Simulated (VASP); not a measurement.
# ZnCd3Te4 (P-43m) in VASP: further runs

The runs below take ZnCd3Te4 through relaxation of the atoms, with PBE.

All numbers are computed with VASP 6.6.1; they aren't measurements. Logs are shortened: lines on timing, memory, paths and dates and some standing lists are left out, and cuts for length are marked.

## (1) The cell of the first run

The structure is cubic, space group P-43m (No. 215). Conventional cell: a = 6.717 Å, b = 6.717 Å, c = 6.717 Å, α = 90.00°, β = 90.00°, γ = 90.00°. Zn (site symmetry -43m) has 4 Te at 2.79 Å within 3.7 Å. Within 3.9 Å of Cd (site symmetry -42m) lie 4 Te at 2.95 Å. Te (site symmetry 3m) has 1 Zn at 2.79 Å and 3 Cd at 2.95 Å within 3.7 Å.

## (2) Relaxation of the atoms, PBE (37.89 Å³/atom)

INCAR

```
SYSTEM = ZnCd3Te4
ALGO = Normal ; EDIFF = 1E-7
EDIFFG = -0.01 ; ENCUT = 450
GGA = PE ; GGA_COMPAT = .FALSE.
IBRION = 2 ; ISIF = 2
ISMEAR = 0 ; LASPH = .TRUE.
LCHARG = .FALSE. ; LREAL = .FALSE.
LWAVE = .FALSE. ; NELM = 120
NELMIN = 4 ; NSW = 50
PREC = Accurate ; SIGMA = 0.02
```

KPOINTS

```
k-points
0
G
  4 4 4
  0 0 0
```

POSCAR

```
ZnCd3Te4
1.0
    6.7174588984      0.0000000000      0.0000000000
    0.0000000000      6.7174588984      0.0000000000
    0.0000000000      0.0000000000      6.7174588984
Zn Cd Te
1 3 4
Direct
    0.0000000000      0.0000000000      0.0000000000
    0.0000000000      0.5000000000      0.5000000000
    0.5000000000      0.0000000000      0.5000000000
    0.5000000000      0.5000000000      0.0000000000
    0.7599392814      0.7599392814      0.2400607186
    0.7599392814      0.2400607186      0.7599392814
    0.2400607186      0.7599392814      0.7599392814
    0.2400607186      0.2400607186      0.2400607186
```

Potentials or basis: VASP PAW PBE potentials, release 64 (Zn, Cd, Te).

Command:

```
$ cat potpaw_PBE.64/Zn/POTCAR potpaw_PBE.64/Cd/POTCAR potpaw_PBE.64/Te/POTCAR > POTCAR
$ mpirun -np 1 vasp_std > vasp.out
```

OUTCAR:

```text
SYSTEM = ZnCd3Te4
   EDIFF = 1E-7
   EDIFFG = -0.01
   ENCUT = 450
   GGA = PE
   IBRION = 2
   ISIF = 2
   ISMEAR = 0
   LASPH = .TRUE.
   LREAL = .FALSE.
   NELM = 120
   NELMIN = 4
   NSW = 50
   PREC = Accurate

 ion  position               nearest neighbor table
   1  0.000  0.000  0.000-   5 2.79   6 2.79   7 2.79   8 2.79
   2  0.000  0.500  0.500-   5 2.95   6 2.95   7 2.95   8 2.95
   3  0.500  0.000  0.500-   5 2.95   6 2.95   7 2.95   8 2.95
   4  0.500  0.500  0.000-   5 2.95   6 2.95   7 2.95   8 2.95
   5  0.760  0.760  0.240-   1 2.79   2 2.95   3 2.95   4 2.95
   6  0.760  0.240  0.760-   1 2.79   2 2.95   3 2.95   4 2.95
   7  0.240  0.760  0.760-   1 2.79   2 2.95   3 2.95   4 2.95
   8  0.240  0.240  0.240-   1 2.79   2 2.95   3 2.95   4 2.95

  LATTYP: Found a simple cubic cell.
 ALAT       =     6.7174588984

  Lattice vectors:

 A1 = (   6.7174588984,   0.0000000000,   0.0000000000)
 A2 = (   0.0000000000,   6.7174588984,   0.0000000000)
 A3 = (   0.0000000000,   0.0000000000,   6.7174588984)

Analysis of symmetry for initial positions (statically):
=====================================================================
 Subroutine PRICEL returns:
 Original cell was already a primitive cell.

 Routine SETGRP: Setting up the symmetry group for a
 simple cubic supercell.

 Subroutine GETGRP returns: Found 24 space group operations
 (whereof 24 operations were pure point group operations)
 out of a pool of 48 trial point group operations.

The static configuration has the point symmetry T_d .

Analysis of symmetry for dynamics (positions and initial velocities):
=====================================================================
 Subroutine PRICEL returns:
 Original cell was already a primitive cell.

 Routine SETGRP: Setting up the symmetry group for a
 simple cubic supercell.

 Subroutine GETGRP returns: Found 24 space group operations
 (whereof 24 operations were pure point group operations)
 out of a pool of 48 trial point group operations.

The dynamic configuration has the point symmetry T_d .

 Subroutine INISYM returns: Found 24 space group operations
 (whereof 24 operations are pure point group operations),
 and found     1 'primitive' translations

----------------------------------------------------------------------------------------

[... 94 lines left out ...]
   NFREE  =      1    steps in history (QN), initial steepest desc. (CG)
   ISIF   =      2    stress and relaxation
   ISYM   =      2    0-nonsym 1-usesym 2-fastsym
   POTIM  = 0.5000    time-step for ionic-motion
   TEBEG  =    0.0;   TEEND  =   0.0 temperature during run
   PSTRESS=    0.0 pullay stress
   NELECT =      72.0000    total number of electrons
   NUPDOWN=      -1.0000    fix difference up-down
   EMIN   =  10.00;   EMAX   =-10.00  energy-range for DOS
   EFERMI =   0.00;   METHOD = LEGACY
   ISMEAR =     0;   SIGMA  =   0.02  broadening in eV -4-tet -1-fermi 0-gaus
   EFERMI_NEDOS =   21; number of points for ismear=-14 and -15
   IALGO  =     38    algorithm
   IMIX   =      4    mixing-type and parameters
     AMIX     =   0.40;   BMIX     =  1.00
     AMIX_MAG =   1.60;   BMIX_MAG =  1.00
  volume/ion in A,a.u.               =      37.89       255.69
  Fermi-wavevector in a.u.,A,eV,Ry     =   1.013866  1.915929 13.985764  1.027925
  Thomas-Fermi vector in A             =   2.147060
   LORBIT       =      0    0 simple, 1 ext, 2 COOP (PROOUT), +10 PAW based schemes
   GGA     = PE    functional components
   LHFCALC =     F    Hartree Fock is set to
   AEXX    =    0.0000 exact exchange contribution
   IVDW    =     0    specifies the selected vdW correction
   LEPSILON=     F    determine dielectric tensor
   LRPA    =     F    only Hartree local field effects (RPA)
 conjugate gradient relaxation of ions
 non-spin polarized calculation
 Gauss-broadening in eV      SIGMA  =   0.02
  energy-cutoff  :      450.00
  volume of cell :      303.12
 maximum number of plane-waves:      6704
 NGX is ok and might be reduce to    48
   NGX = 23   NGY = 23   NGZ = 23

 number of electron      72.0000033 magnetization

 Free energy of the ion-electron system (eV)
  ---------------------------------------------------
  ext. energy  EPLUGINS =         0.00000000
  ---------------------------------------------------
  free energy    TOTEN  =       -19.31267000 eV

  energy without entropy =      -19.31267000  energy(sigma->0) =      -19.31267000

 E-fermi :   1.3806     XC(G=0):  -8.0213

 val. band max:        1.2695112788   @ k =   0.0000   0.0000   0.0000
 cond. band min:       1.6316918333   @ k =   0.0000   0.0000   0.0000
 fundamental gap:      0.3621805545
 Fermi energy:         1.3806493777

 k-point     1 :       0.0000    0.0000    0.0000
  band No.  band energies     occupation
      1      -9.2737      2.00000
      2      -8.8003      2.00000
      3      -8.8003      2.00000
      4      -8.8003      2.00000
      5      -6.5990      2.00000
      6      -6.5990      2.00000
[... 449 lines left out ...]
     42       6.3540      0.00000
     43       6.3916      0.00000

------------------------ aborting loop because EDIFF is reached ----------------------------------------

  FORCE on cell =-STRESS in cart. coord.  units (eV):
  Direction    XX          YY          ZZ          XY          YZ          ZX
  --------------------------------------------------------------------------------------
  -------------------------------------------------------------------------------------
  Total       -5.3323066     -5.3323066     -5.3323066     -0.0000000      0.0000000      0.0000000
  in kB      -28.1845202    -28.1845202    -28.1845202     -0.0000000      0.0000000      0.0000000
  external PRESSURE =     -28.1845202 kB  Pullay stress =       0.0000000 kB

 VOLUME and BASIS-vectors are now :
 -----------------------------------------------------------------------------
  energy-cutoff  :      450.00
  volume of cell :      303.12
      direct lattice vectors                 reciprocal lattice vectors
     6.717458898  0.000000000  0.000000000     0.148865816  0.000000000  0.000000000
     0.000000000  6.717458898  0.000000000     0.000000000  0.148865816  0.000000000
     0.000000000  0.000000000  6.717458898     0.000000000  0.000000000  0.148865816

 POSITION                                       TOTAL-FORCE (eV/Angst)
 -----------------------------------------------------------------------------------
      0.00000      0.00000      0.00000        -0.000000     -0.000000     -0.000000
      0.00000      3.35873      3.35873        -0.000000     -0.000000     -0.000000
      3.35873      0.00000      3.35873        -0.000000     -0.000000     -0.000000
      3.35873      3.35873      0.00000        -0.000000     -0.000000     -0.000000
      5.10486      5.10486      1.61260         0.000746      0.000746     -0.000746
      5.10486      1.61260      5.10486         0.000746     -0.000746      0.000746
      1.61260      5.10486      5.10486        -0.000746      0.000746      0.000746
      1.61260      1.61260      1.61260        -0.000746     -0.000746     -0.000746
 -----------------------------------------------------------------------------------
    total drift:                                0.000000      0.000000     -0.000000

  FREE ENERGIE OF THE ION-ELECTRON SYSTEM (eV)
  ---------------------------------------------------
  free  energy   TOTEN  =       -19.3126699998 eV

  energy  without entropy=      -19.3126699998  energy(sigma->0) =      -19.31267000

 reached required accuracy - stopping structural energy minimisation
```

CONTCAR:

```text
ZnCd3Te4
   1.00000000000000
     6.7174588984000003    0.0000000000000000    0.0000000000000000
     0.0000000000000000    6.7174588984000003    0.0000000000000000
     0.0000000000000000    0.0000000000000000    6.7174588984000003
  Zn              Cd              Te
     1     3     4
Direct
     0.0000000000000000    0.0000000000000000    0.0000000000000000
     0.0000000000000000    0.5000000000000000    0.5000000000000000
     0.5000000000000000    0.0000000000000000    0.5000000000000000
     0.5000000000000000    0.5000000000000000    0.0000000000000000
     0.7599392814000012    0.7599392814000012    0.2400607185999988
     0.7599392814000012    0.2400607185999988    0.7599392814000012
     0.2400607185999988    0.7599392814000012    0.7599392814000012
     0.2400607185999988    0.2400607185999988    0.2400607185999988

  0.00000000E+00  0.00000000E+00  0.00000000E+00
  0.00000000E+00  0.00000000E+00  0.00000000E+00
  0.00000000E+00  0.00000000E+00  0.00000000E+00
  0.00000000E+00  0.00000000E+00  0.00000000E+00
  0.00000000E+00  0.00000000E+00  0.00000000E+00
  0.00000000E+00  0.00000000E+00  0.00000000E+00
  0.00000000E+00  0.00000000E+00  0.00000000E+00
  0.00000000E+00  0.00000000E+00  0.00000000E+00
```

Wall time 2.1 min (1 thread of Intel Xeon Platinum 8259CL at 2.50GHz (Skylake/Cascade Lake), shared host); peak memory 0.37 GiB.

Results:

| Item | Value |
| --- | --- |
| Free energy | -19.3127 eV |
| Pressure after relaxing | -2.8 GPa |
| Band gap on the k mesh | 0.36 eV |

Final structure:
```
Zn Cd Te
1.0
     6.71746    0.00000    0.00000
     0.00000    6.71746    0.00000
     0.00000    0.00000    6.71746
Zn Cd Te
1 3 4
Cartesian
  0.0000 0.0000 0.0000
  0.0000 3.3587 3.3587
  3.3587 0.0000 3.3587
  3.3587 3.3587 0.0000
  5.1049 5.1049 1.6126
  5.1049 1.6126 5.1049
  1.6126 5.1049 5.1049
  1.6126 1.6126 1.6126
```

Caveat: semilocal functionals underestimate gaps, and a narrow one can read as zero; spin-orbit coupling is left out, which moves the levels of the heavy elements.

## (3) Relaxation of the atoms, PBE (32.38 Å³/atom)

This run uses another cell than the first one, of 32.38 Å³/atom.

INCAR

```
PREC     = Accurate       # precision mode
ENCUT    = 450            # plane-wave cutoff, eV
EDIFF    = 1E-7           # SCF threshold, eV
ISMEAR   = 0              # smearing method
SIGMA    = 0.02           # smearing width, eV
LREAL    = F              # projectors in reciprocal space
LASPH    = T              # aspherical terms in the spheres
NELM     = 120            # most SCF steps
ALGO     = Normal         # electronic algorithm
ISIF     = 2              # what is computed and relaxed
LWAVE    = F              # write WAVECAR
LCHARG   = F              # write CHGCAR
GGA      = PE             # functional
IBRION   = 2              # ionic algorithm
NSW      = 50             # ionic steps
EDIFFG   = -0.01          # ionic threshold
GGA_COMPAT= F            
NELMIN   = 4
```

KPOINTS

```
regular mesh
0
Gamma
  4 4 4
```

POSCAR

```
ZnCd3Te4
1.0
    6.3745579560      0.0000000000      0.0000000000
    0.0000000000      6.3745579560      0.0000000000
    0.0000000000      0.0000000000      6.3745579560
Zn Cd Te
1 3 4
Direct
    0.0000000000      0.0000000000      0.0000000000
    0.0000000000      0.5000000000      0.5000000000
    0.5000000000      0.0000000000      0.5000000000
    0.5000000000      0.5000000000      0.0000000000
    0.7603282597      0.7603282597      0.2396717403
    0.7603282597      0.2396717403      0.7603282597
    0.2396717403      0.7603282597      0.7603282597
    0.2396717403      0.2396717403      0.2396717403
```

Potentials or basis: VASP PAW PBE potentials, release 64 (Zn, Cd, Te).

Command:

```
$ cat potpaw_PBE.64/Zn/POTCAR potpaw_PBE.64/Cd/POTCAR potpaw_PBE.64/Te/POTCAR > POTCAR
$ mpirun -np 1 vasp_std > vasp.out
```

OUTCAR:

```text
PREC = Accurate
   ENCUT = 450
   EDIFF = 1E-7
   ISMEAR = 0
   LREAL = F
   LASPH = T
   NELM = 120
   ISIF = 2
   GGA = PE
   IBRION = 2
   NSW = 50
   EDIFFG = -0.01
   NELMIN = 4

 ion  position               nearest neighbor table
   1  0.000  0.000  0.000-   5 2.65   6 2.65   7 2.65   8 2.65
   2  0.000  0.500  0.500-   5 2.80   6 2.80   7 2.80   8 2.80
   3  0.500  0.000  0.500-   5 2.80   6 2.80   7 2.80   8 2.80
   4  0.500  0.500  0.000-   5 2.80   6 2.80   7 2.80   8 2.80
   5  0.760  0.760  0.240-   1 2.65   2 2.80   3 2.80   4 2.80
   6  0.760  0.240  0.760-   1 2.65   2 2.80   3 2.80   4 2.80
   7  0.240  0.760  0.760-   1 2.65   2 2.80   3 2.80   4 2.80
   8  0.240  0.240  0.240-   1 2.65   2 2.80   3 2.80   4 2.80

  LATTYP: Found a simple cubic cell.
 ALAT       =     6.3745579560

  Lattice vectors:

 A1 = (   6.3745579560,   0.0000000000,   0.0000000000)
 A2 = (   0.0000000000,   6.3745579560,   0.0000000000)
 A3 = (   0.0000000000,   0.0000000000,   6.3745579560)

Analysis of symmetry for initial positions (statically):
=====================================================================
 Subroutine PRICEL returns:
 Original cell was already a primitive cell.

 Routine SETGRP: Setting up the symmetry group for a
 simple cubic supercell.

 Subroutine GETGRP returns: Found 24 space group operations
 (whereof 24 operations were pure point group operations)
 out of a pool of 48 trial point group operations.

The static configuration has the point symmetry T_d .

Analysis of symmetry for dynamics (positions and initial velocities):
=====================================================================
 Subroutine PRICEL returns:
 Original cell was already a primitive cell.

 Routine SETGRP: Setting up the symmetry group for a
 simple cubic supercell.

 Subroutine GETGRP returns: Found 24 space group operations
 (whereof 24 operations were pure point group operations)
 out of a pool of 48 trial point group operations.
[... 105 lines left out ...]
   ISYM   =      2    0-nonsym 1-usesym 2-fastsym
   POTIM  = 0.5000    time-step for ionic-motion
   TEBEG  =    0.0;   TEEND  =   0.0 temperature during run
   PSTRESS=    0.0 pullay stress
   NELECT =      72.0000    total number of electrons
   NUPDOWN=      -1.0000    fix difference up-down
   EMIN   =  10.00;   EMAX   =-10.00  energy-range for DOS
   EFERMI =   0.00;   METHOD = LEGACY
   ISMEAR =     0;   SIGMA  =   0.02  broadening in eV -4-tet -1-fermi 0-gaus
   EFERMI_NEDOS =   21; number of points for ismear=-14 and -15
   IALGO  =     38    algorithm
   IMIX   =      4    mixing-type and parameters
     AMIX     =   0.40;   BMIX     =  1.00
     AMIX_MAG =   1.60;   BMIX_MAG =  1.00
  volume/ion in A,a.u.               =      32.38       218.50
  Fermi-wavevector in a.u.,A,eV,Ry     =   1.068404  2.018991 15.530881  1.141488
  Thomas-Fermi vector in A             =   2.204051
   LORBIT       =      0    0 simple, 1 ext, 2 COOP (PROOUT), +10 PAW based schemes
   GGA     = PE    functional components
   LHFCALC =     F    Hartree Fock is set to
   AEXX    =    0.0000 exact exchange contribution
   IVDW    =     0    specifies the selected vdW correction
   LEPSILON=     F    determine dielectric tensor
   LRPA    =     F    only Hartree local field effects (RPA)
 conjugate gradient relaxation of ions
 non-spin polarized calculation
 Gauss-broadening in eV      SIGMA  =   0.02
  energy-cutoff  :      450.00
  volume of cell :      259.03
 maximum number of plane-waves:      5656
 NGX is ok and might be reduce to    48
   NGX = 23   NGY = 23   NGZ = 23

--------------------------------------- Ionic step        1  -------------------------------------------

 number of electron      72.0000052 magnetization

 Free energy of the ion-electron system (eV)
  ---------------------------------------------------
  ext. energy  EPLUGINS =         0.00000000
  ---------------------------------------------------
  free energy    TOTEN  =       -19.42229887 eV

  energy without entropy =      -19.42229887  energy(sigma->0) =      -19.42229887

------------------------ aborting loop because EDIFF is reached ----------------------------------------

  FORCE on cell =-STRESS in cart. coord.  units (eV):
  Direction    XX          YY          ZZ          XY          YZ          ZX
  --------------------------------------------------------------------------------------
  -------------------------------------------------------------------------------------
  Total        4.3406020      4.3406020      4.3406020      0.0000000      0.0000000      0.0000000
  in kB       26.8479005     26.8479005     26.8479005      0.0000000      0.0000000      0.0000000
  external PRESSURE =      26.8479005 kB  Pullay stress =       0.0000000 kB
[... 71 lines left out ...]
--------------------------------------- Ionic step        3  -------------------------------------------

 number of electron      72.0000052 magnetization

 Free energy of the ion-electron system (eV)
  ---------------------------------------------------
  ext. energy  EPLUGINS =         0.00000000
  ---------------------------------------------------
  free energy    TOTEN  =       -19.42253413 eV

  energy without entropy =      -19.42253413  energy(sigma->0) =      -19.42253413

 E-fermi :   2.7043     XC(G=0):  -8.7012

 val. band max:        2.5928018915   @ k =   0.0000   0.0000   0.0000
 cond. band min:       3.4655248482   @ k =   0.0000   0.0000   0.0000
 fundamental gap:      0.8727229567
 Fermi energy:         2.7042575457

 k-point     1 :       0.0000    0.0000    0.0000
  band No.  band energies     occupation
      1      -8.7569      2.00000
      2      -8.0623      2.00000
      3      -8.0623      2.00000
      4      -8.0623      2.00000
      5      -5.6800      2.00000
      6      -5.6800      2.00000
[... 484 lines left out ...]
  FREE ENERGIE OF THE ION-ELECTRON SYSTEM (eV)
  ---------------------------------------------------
  free  energy   TOTEN  =       -19.4225341291 eV

  energy  without entropy=      -19.4225341291  energy(sigma->0) =      -19.42253413

 reached required accuracy - stopping structural energy minimisation
```

CONTCAR:

```text
ZnCd3Te4
   1.00000000000000
     6.3745579560000003    0.0000000000000000    0.0000000000000000
     0.0000000000000000    6.3745579560000003    0.0000000000000000
     0.0000000000000000    0.0000000000000000    6.3745579560000003
  Zn              Cd              Te
     1     3     4
Direct
     0.0000000000000000    0.0000000000000000    0.0000000000000000
     0.0000000000000000    0.5000000000000000    0.5000000000000000
     0.5000000000000000    0.0000000000000000    0.5000000000000000
     0.5000000000000000    0.5000000000000000    0.0000000000000000
     0.7606659555833060    0.7606659555833060    0.2393340444166941
     0.7606659555833060    0.2393340444166941    0.7606659555833060
     0.2393340444166941    0.7606659555833060    0.7606659555833060
     0.2393340444166941    0.2393340444166941    0.2393340444166941

  0.00000000E+00  0.00000000E+00  0.00000000E+00
  0.00000000E+00  0.00000000E+00  0.00000000E+00
  0.00000000E+00  0.00000000E+00  0.00000000E+00
  0.00000000E+00  0.00000000E+00  0.00000000E+00
  0.00000000E+00  0.00000000E+00  0.00000000E+00
  0.00000000E+00  0.00000000E+00  0.00000000E+00
  0.00000000E+00  0.00000000E+00  0.00000000E+00
  0.00000000E+00  0.00000000E+00  0.00000000E+00
```

Wall time 2.3 min (1 thread of Intel Xeon Platinum 8375C at 2.90GHz (Ice Lake), shared host); peak memory 0.38 GiB.

Results:

```
Free energy               : -19.4225 eV
Energy gained by relaxing : 0.0 meV/atom
Ionic steps               : 3
Pressure after relaxing   : 2.7 GPa
Band gap on the k mesh    : 0.87 eV
```

Step by step:
| step | energy change (eV) | largest force (eV/Å) | pressure (GPa) |
| --- | --- | --- | --- |
| 1 | 0.0000 | 0.0315 | 2.68 |
| 2 | -0.0002 | 0.0187 | 2.68 |
| 3 | -0.0002 | 0.0001 | 2.68 |

Final structure:
```
Zn Cd Te
1.0
     6.37456    0.00000    0.00000
     0.00000    6.37456    0.00000
     0.00000    0.00000    6.37456
Zn Cd Te
1 3 4
Direct
  0.00000 0.00000 0.00000
  0.00000 0.50000 0.50000
  0.50000 0.00000 0.50000
  0.50000 0.50000 0.00000
  0.76067 0.76067 0.23933
  0.76067 0.23933 0.76067
  0.23933 0.76067 0.76067
  0.23933 0.23933 0.23933
```

Caveat: spin-orbit coupling is left out, which moves the levels of the heavy elements.
